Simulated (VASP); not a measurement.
# InAg9Te8Se2 (P1) in VASP: single point with PBE

Aim: the single point of InAg9Te8Se2 with PBE.

All numbers are computed with VASP 6.6.1; they aren't measurements. Logs are shortened: lines on timing, memory, paths and dates and some standing lists are left out, and cuts for length are marked.

## (1) The cell of the first run

The typed cell holds 20 atoms: a = 7.134 Å, b = 7.163 Å, c = 11.011 Å, α = 84.79°, β = 71.48°, γ = 72.63°.

## (2) Single point, PBE

INCAR reads:

```
ALGO     = Normal         # electronic algorithm
EDIFF    = 1E-6           # SCF threshold, eV
ENCUT    = 500            # plane-wave cutoff, eV
GGA      = PE             # functional
GGA_COMPAT= F            
ISIF     = 2              # what is computed and relaxed
ISMEAR   = 0              # smearing method
KPAR     = 4            
LASPH    = T              # aspherical terms in the spheres
LCHARG   = F              # write CHGCAR
LREAL    = F              # projectors in reciprocal space
LWAVE    = F              # write WAVECAR
NBANDS   = 102            # bands
NELM     = 120            # most SCF steps
PREC     = Accurate       # precision mode
SIGMA    = 0.1            # smearing width, eV
```

KPOINTS reads:

```
k-points
0
Gamma
  5 5 3
```

POSCAR reads:

```
InAg9Te8Se2
1.0
    2.9676480000      3.0021920000      5.7515870000
   -3.0185510000     -2.9862600000      5.7690720000
    8.8652310000     -5.8831270000      2.8340220000
Se Ag In Te
2 9 1 8
Direct
    0.7922630317      0.2830512115      0.7988751074
    0.3071496399      0.8155640839      0.8004028976
    0.1957903590      0.0021305501      0.6125675505
    0.0941706879      0.5111473327      0.8010777857
    0.0076722402      0.0016665973      0.9902121081
    0.4032229505      0.9965975301      0.2001108911
    0.3108362673      0.4945043455      0.3854161402
    0.8025370556      0.9966475491      0.4009596743
    0.6930759556      0.4959797675      0.6129362710
    0.5070126171      0.4957278033      0.9846517642
    0.8968089499      0.4962755105      0.2145802122
    0.5949198276      0.0026261435      0.8004914654
    0.9410594221      0.7539298426      0.5955405617
    0.7367672096      0.7533233589      0.0031576340
    0.1924643297      0.7107730252      0.1834364898
    0.0867277080      0.2044563370      0.4096141246
    0.5764176066      0.7180458392      0.4155257053
    0.4257514707      0.2830699880      0.5937509385
    0.2234668024      0.2796646474      0.0076864709
    0.6977555658      0.2103301192      0.1939788273
```

Potentials or basis: VASP PAW PBE potentials, release 64 (Se, Ag, In_d, Te).

The run is started by

```sh
cat potpaw_PBE.64/Se/POTCAR potpaw_PBE.64/Ag/POTCAR potpaw_PBE.64/In_d/POTCAR potpaw_PBE.64/Te/POTCAR > POTCAR
mpirun -np 4 vasp_std > vasp.out
```

OUTCAR:

```text
EDIFF = 1E-6
   ENCUT = 500
   GGA = PE
   ISIF = 2
   ISMEAR = 0
   LASPH = T
   LREAL = F
   NELM = 120
   PREC = Accurate

 ion  position               nearest neighbor table
   1  0.792  0.283  0.799-  10 2.59   9 2.59  12 2.77   4 3.07   3 3.18
   2  0.307  0.816  0.800-   3 2.57   5 2.58  12 2.77   4 3.01
   3  0.196  0.002  0.613-   2 2.57  16 2.75  18 2.91  13 2.95  17 3.16   1 3.18
   4  0.094  0.511  0.801-  18 2.90  19 2.92  14 2.99   2 3.01  13 3.01   1 3.07
   5  0.008  0.002  0.990-   2 2.58  20 2.76  19 2.91  14 2.96  15 3.15
   6  0.403  0.997  0.200-  16 2.82  14 2.89  15 2.93  20 2.93  19 3.10  17 3.27
   7  0.311  0.495  0.385-  15 2.80  18 2.84  16 2.93  17 2.93  13 3.12  20 3.15
   8  0.803  0.997  0.401-  20 2.80  13 2.87  16 2.88  17 2.88  18 3.13  15 3.31
   9  0.693  0.496  0.613-   1 2.59  17 2.77  18 2.84  13 2.87  16 3.26
  10  0.507  0.496  0.985-   1 2.59  15 2.76  19 2.83  14 2.87  20 3.29
  11  0.897  0.496  0.215-  17 2.81  19 2.85  20 2.88  15 2.88  14 3.13  16 3.19
  12  0.595  0.003  0.800-   2 2.77   1 2.77  14 2.97  13 2.99  19 3.16  18 3.18
  13  0.941  0.754  0.596-   8 2.87   9 2.87   3 2.95  12 2.99   4 3.01   7 3.12
  14  0.737  0.753  0.003-  10 2.87   6 2.89   5 2.96  12 2.97   4 2.99  11 3.13
  15  0.192  0.711  0.183-  10 2.76   7 2.80  11 2.88   6 2.93   5 3.15   8 3.31
  16  0.087  0.204  0.410-   3 2.75   6 2.82   8 2.88   7 2.93  11 3.19   9 3.26
  17  0.576  0.718  0.416-   9 2.77  11 2.81   8 2.88   7 2.93   3 3.16   6 3.27
  18  0.426  0.283  0.594-   7 2.84   9 2.84   4 2.90   3 2.91   8 3.13  12 3.18
  19  0.223  0.280  0.008-  10 2.83  11 2.85   5 2.91   4 2.92   6 3.10  12 3.16
  20  0.698  0.210  0.194-   5 2.76   8 2.80  11 2.88   6 2.93   7 3.15  10 3.29

  LATTYP: Found a triclinic cell.
 ALAT       =    15.1541209102
 B/A-ratio  =     0.5587506644
 C/A-ratio  =     1.3779698488
 COS(alpha) =     0.0003705953
 COS(beta)  =     0.6907836978
 COS(gamma) =     0.6978933998

  Lattice vectors:

 A1 = (   0.0886160000,  14.8737710000,   2.9000800000)
 A2 = (   5.9861990000,   5.9884520000,  -0.0174850000)
 A3 = ( -14.7628140000,  14.7684460000,   0.0835430000)

Analysis of symmetry for initial positions (statically):
=====================================================================
 Subroutine PRICEL returns:
 Original cell was already a primitive cell.

 Routine SETGRP: Setting up the symmetry group for a
 triclinic supercell.

 Subroutine GETGRP returns: Found  1 space group operations
 (whereof  1 operations were pure point group operations)
 out of a pool of  2 trial point group operations.

The static configuration has the point symmetry C_1 .

Analysis of symmetry for dynamics (positions and initial velocities):
=====================================================================
 Subroutine PRICEL returns:
 Original cell was already a primitive cell.

 Routine SETGRP: Setting up the symmetry group for a
 triclinic supercell.

 Subroutine GETGRP returns: Found  1 space group operations
 (whereof  1 operations were pure point group operations)
 out of a pool of  2 trial point group operations.

The dynamic configuration has the point symmetry C_1 .

 Subroutine INISYM returns: Found  1 space group operations
 (whereof  1 operations are pure point group operations),
 and found     1 'primitive' translations

----------------------------------------------------------------------------------------

                                     Primitive cell

  volume of cell :     509.2407

  direct lattice vectors                    reciprocal lattice vectors
     2.967648000  3.002192000  5.751587000     0.050029498  0.117230998  0.086859521
    -3.018551000 -2.986260000  5.769072000    -0.083154380 -0.083612263  0.086548808
     8.865231000 -5.883127000  2.834022000     0.067739275 -0.067712643  0.000392940

  length of vectors
     7.134482776  7.163210919 11.010685023     0.154242128  0.146274939  0.095779778

  position of ions in fractional coordinates (direct lattice)
     0.792263032  0.283051212  0.798875107
     0.307149640  0.815564084  0.800402898
     0.195790359  0.002130550  0.612567551
     0.094170688  0.511147333  0.801077786
     0.007672240  0.001666597  0.990212108
     0.403222951  0.996597530  0.200110891
[... 12 lines left out ...]
     0.223466802  0.279664647  0.007686471
     0.697755566  0.210330119  0.193978827

  ion indices of the primitive-cell ions
   primitive index   ion index
                 1           1
                 2           2
                 3           3
                 4           4
                 5           5
                 6           6
[... 12 lines left out ...]
                19          19
                20          20

----------------------------------------------------------------------------------------

 KPOINTS: k-points

Automatic generation of k-mesh.
 Grid dimensions read from file:
 generate k-points for:    5    5    3

 Generating k-lattice:

  Cartesian coordinates                     Fractional coordinates (reciprocal lattice)
     0.010005900  0.023446200  0.017371904     0.200000000 -0.000000000 -0.000000000
    -0.016630876 -0.016722453  0.017309762     0.000000000  0.200000000  0.000000000
     0.022579758 -0.022570881  0.000130980    -0.000000000  0.000000000  0.333333333

  Length of vectors
     0.030848426  0.029254988  0.031926593

  Shift w.r.t. Gamma in fractional coordinates (k-lattice)
     0.000000000  0.000000000  0.000000000

 Subroutine IBZKPT returns following result:
 ===========================================

 Found     38 irreducible k-points:

 Following reciprocal coordinates:
            Coordinates               Weight
  0.000000  0.000000  0.000000      1.000000
  0.200000 -0.000000 -0.000000      2.000000
  0.400000  0.000000  0.000000      2.000000
 -0.000000  0.200000  0.000000      2.000000
  0.200000  0.200000 -0.000000      2.000000
  0.400000  0.200000 -0.000000      2.000000
[... 16 lines left out ...]
 -0.200000  0.200000  0.333333      2.000000
 -0.000000  0.400000  0.333333      2.000000
 [... further k-points ...]
   k-points           NKPTS =     38   k-points in BZ     NKDIM =     38   number of bands    NBANDS=    102
   number of dos      NEDOS =    301   number of ions     NIONS =     20
   total plane-waves  NPLWV = 233280
   dimension x,y,z NGX =    54 NGY =   54 NGZ =   80
   dimension x,y,z NGXF=   108 NGYF=  108 NGZF=  160
   ions per type =               2   9   1   8
   NGX,Y,Z   is equivalent  to a cutoff of  12.58, 12.53, 12.08 a.u.
   NGXF,Y,Z  is equivalent  to a cutoff of  25.17, 25.06, 24.16 a.u.
 SYSTEM =  unknown system
   PREC   = accura    normal or accurate (medium, high low for compatibility)
   ISTART =      0    job   : 0-new  1-cont  2-samecut
   ICHARG =      2    charge: 1-file 2-atom 10-const
   ISPIN  =      1    spin polarized calculation?
   LNONCOLLINEAR =      F non collinear calculations
   LSORBIT =      F    spin-orbit coupling
   LASPH  =      T    aspherical Exc in radial PAW
   ENCUT  =  500.0 eV  36.75 Ry    6.06 a.u.  13.01 13.06 20.08*2*pi/ulx,y,z
   NELM   =    120;   NELMIN=  2; NELMDL= -5     # of ELM steps
   EDIFF  = 0.1E-05   stopping-criterion for ELM
   LREAL  =      F    real-space projection
   EDIFFG = 0.1E-04   stopping-criterion for IOM
   NSW    =      0    number of steps for IOM
   IBRION =     -1    ionic relax: 0-MD 1-quasi-New 2-CG
   NFREE  =      0    steps in history (QN), initial steepest desc. (CG)
   ISIF   =      2    stress and relaxation
   ISYM   =      2    0-nonsym 1-usesym 2-fastsym
   POTIM  = 0.5000    time-step for ionic-motion
   TEBEG  =    0.0;   TEEND  =   0.0 temperature during run
   PSTRESS=    0.0 pullay stress
   NELECT =     172.0000    total number of electrons
   NUPDOWN=      -1.0000    fix difference up-down
   EMIN   =  10.00;   EMAX   =-10.00  energy-range for DOS
   EFERMI =   0.00;   METHOD = LEGACY
   ISMEAR =     0;   SIGMA  =   0.10  broadening in eV -4-tet -1-fermi 0-gaus
   EFERMI_NEDOS =   21; number of points for ismear=-14 and -15
   IALGO  =     38    algorithm
   IMIX   =      4    mixing-type and parameters
     AMIX     =   0.40;   BMIX     =  1.00
     AMIX_MAG =   1.60;   BMIX_MAG =  1.00
  volume/ion in A,a.u.               =      25.46       171.83
  Fermi-wavevector in a.u.,A,eV,Ry     =   1.140101  2.154478 17.685261  1.299830
  Thomas-Fermi vector in A             =   2.276803
   LORBIT       =      0    0 simple, 1 ext, 2 COOP (PROOUT), +10 PAW based schemes
   GGA     = PE    functional components
   LHFCALC =     F    Hartree Fock is set to
   AEXX    =    0.0000 exact exchange contribution
   IVDW    =     0    specifies the selected vdW correction
   LEPSILON=     F    determine dielectric tensor
   LRPA    =     F    only Hartree local field effects (RPA)
 non-spin polarized calculation
 Gauss-broadening in eV      SIGMA  =   0.10
  energy-cutoff  :      500.00
  volume of cell :      509.24
 maximum number of plane-waves:     12963
 NGX is ok and might be reduce to    54
   NGX = 27   NGY = 27   NGZ = 41

 number of electron     172.0000015 magnetization

 Free energy of the ion-electron system (eV)
  ---------------------------------------------------
  ext. energy  EPLUGINS =         0.00000000
  ---------------------------------------------------
  free energy    TOTEN  =       -60.24959099 eV

  energy without entropy =      -60.19946035  energy(sigma->0) =      -60.22452567

 E-fermi :   6.0427     XC(G=0): -10.0772

 val. band max:        6.0370243567   @ k =   0.4000   0.0000   0.3333
 cond. band min:       6.0429628459   @ k =  -0.0000  -0.4000   0.3333
 fundamental gap:      0.0059384892
 Fermi energy:         6.0427069045

 k-point     1 :       0.0000    0.0000    0.0000
  band No.  band energies     occupation
      1      -8.5930      2.00000
      2      -8.5474      2.00000
      3      -8.4571      2.00000
      4      -8.4348      2.00000
      5      -8.4180      2.00000
      6      -6.7431      2.00000
[... 90 lines left out ...]
     97      10.0774      0.00000
     98      10.1427      0.00000

 k-point     2 :       0.2000   -0.0000   -0.0000
  band No.  band energies     occupation
      1      -8.5925      2.00000
      2      -8.5476      2.00000
      3      -8.4571      2.00000
      4      -8.4346      2.00000
      5      -8.4181      2.00000
      6      -6.7077      2.00000
[... 2312 lines left out ...]
     97       9.7096      0.00000
     98       9.8573      0.00000

 [... further k-points ...]

 [bands above 98 left out]

------------------------ aborting loop because EDIFF is reached ----------------------------------------

  FORCE on cell =-STRESS in cart. coord.  units (eV):
  Direction    XX          YY          ZZ          XY          YZ          ZX
  --------------------------------------------------------------------------------------
  -------------------------------------------------------------------------------------
  Total        0.5628355     -0.0048501     -0.9348108      0.9584216     -0.0945171      0.2637190
  in kB        1.7707979     -0.0152595     -2.9411094      3.0153941     -0.2973704      0.8297150
  external PRESSURE =      -0.3951903 kB  Pullay stress =       0.0000000 kB

 VOLUME and BASIS-vectors are now :
 -----------------------------------------------------------------------------
  energy-cutoff  :      500.00
  volume of cell :      509.24
      direct lattice vectors                 reciprocal lattice vectors
     2.967648000  3.002192000  5.751587000     0.050029498  0.117230998  0.086859521
    -3.018551000 -2.986260000  5.769072000    -0.083154380 -0.083612263  0.086548808
     8.865231000 -5.883127000  2.834022000     0.067739275 -0.067712643  0.000392940

 POSITION                                       TOTAL-FORCE (eV/Angst)
 -----------------------------------------------------------------------------------
      8.57897     -3.16662      8.45374         0.036236      0.005440     -0.009139
      5.54545     -6.22224      8.74001         0.054781      0.005839      0.007252
      6.00516     -3.02237      2.87443        -0.036465      0.016008     -0.006935
      5.83828     -5.95654      5.76075         0.043209      0.055269     -0.000960
      8.79620     -5.80749      2.86003         0.004667     -0.030629     -0.012387
     -0.03763     -2.94282      8.63573        -0.015366     -0.009422     -0.008208
[... 12 lines left out ...]
     -0.11287     -0.20948      2.92048        -0.106926     -0.066222     -0.025330
      3.15547      0.32549      5.77635         0.099955      0.004194     -0.071346
 -----------------------------------------------------------------------------------
    total drift:                               -0.000717      0.000191     -0.000013

  FREE ENERGIE OF THE ION-ELECTRON SYSTEM (eV)
  ---------------------------------------------------
  free  energy   TOTEN  =       -60.2495909894 eV

  energy  without entropy=      -60.1994603474  energy(sigma->0) =      -60.22452567
```

It took 16 min on 4 MPI ranks of Intel Xeon Platinum 8259CL at 2.50GHz (Skylake/Cascade Lake), shared host; peak memory 1.5 GiB.

Results:

```yaml
Free_energy: -60.2496 eV
Pressure: 0.0 GPa
Largest_force: 0.146 eV/Å
Band_gap_on_the_k_mesh: zero (bands 86 and 87 overlap by 0.32 eV)
```

Forces in eV/Å, atoms in the order of the input:
```
Se   0.036  0.005 -0.009
Se   0.055  0.006  0.007
Ag  -0.036  0.016 -0.007
Ag   0.043  0.055 -0.001
Ag   0.005 -0.031 -0.012
Ag  -0.015 -0.009 -0.008
Ag  -0.038 -0.004  0.000
Ag   0.003 -0.020 -0.008
Ag  -0.038  0.007  0.007
Ag   0.012 -0.032  0.010
Ag   0.002 -0.034  0.009
In   0.058  0.101  0.004
Te  -0.028 -0.104  0.009
Te  -0.101 -0.022  0.037
Te   0.112  0.012  0.081
Te  -0.051  0.124 -0.022
Te   0.029  0.129  0.031
Te  -0.040 -0.137 -0.030
Te  -0.107 -0.066 -0.025
Te   0.100  0.004 -0.071
```

Caveat: spin-orbit coupling is left out, which moves the levels of the heavy elements.
